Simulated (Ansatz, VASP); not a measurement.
One calculation of Be, two programs

The input INCAR:

```
PREC = Accurate ; ENCUT = 520
EDIFF = 1E-6 ; ISMEAR = -1
SIGMA = 0.08 ; LREAL = False
LASPH = True ; NELM = 60
ALGO = Normal ; ISIF = 2
LWAVE = False ; LCHARG = False
GGA = PE ; NBANDS = 9
```

KPOINTS

```
Automatic mesh
0
Gamma
  19 19 11
```

The input POSCAR:

```
Be
1.0
    2.2624060542      0.0000000000      0.0000000000
   -1.1312030271      1.9593011166      0.0000000000
    0.0000000000      0.0000000000      3.5660261552
Be
2
Direct
    0.3333333333      0.6666666667      0.2500000000
    0.6666666667      0.3333333333      0.7500000000
```

Input for Ansatz:

```yaml
crystal:
  lattice:
    - [2.2624060542, 0.0, 0.0]
    - [-1.1312030271, 1.9593011166, 0.0]
    - [0.0, 0.0, 3.5660261552]
  atoms:
    - { symbol: Be, position: [0.3333333333, 0.6666666667, 0.25] }
    - { symbol: Be, position: [0.6666666667, 0.3333333333, 0.75] }
kpoints:
  mp_grid: { grid: [19, 19, 11] }
scf:
  occupations: { method: fermi_dirac, width: 0.08 }
hamiltonian:
  xc: pbe
  pseudopotentials: { kind: nc }
output:
  forces: true
  stress: true
  eigenvalues: true
```

Change from the starting cell: volume scaled by 1, norm-conserving files.

Alike in both runs: task single point; functional PBE; k mesh 19 × 19 × 11; occupations fermi-dirac, width 0.08 eV; no spin polarisation.

|  | VASP | Ansatz |
| --- | --- | --- |
| version | VASP 6.6.1 | Ansatz 0.2.0 |
| potentials or method | VASP PAW PBE potentials, release 64 (Be) | norm-conserving pseudopotentials, scalar-relativistic |
| plane-wave cutoff (eV) | 520 | 1800 |
| valence electrons in the cell | 4 | 8 |

|  | VASP | Ansatz | Ansatz less VASP |
| --- | --- | --- | --- |
| pressure (GPa) | 0.2 | 0.3 | +0.09 |

VASP's potentials hold 4 valence electrons a cell and Ansatz's 8, so a difference there can come from the potentials and not from the codes.
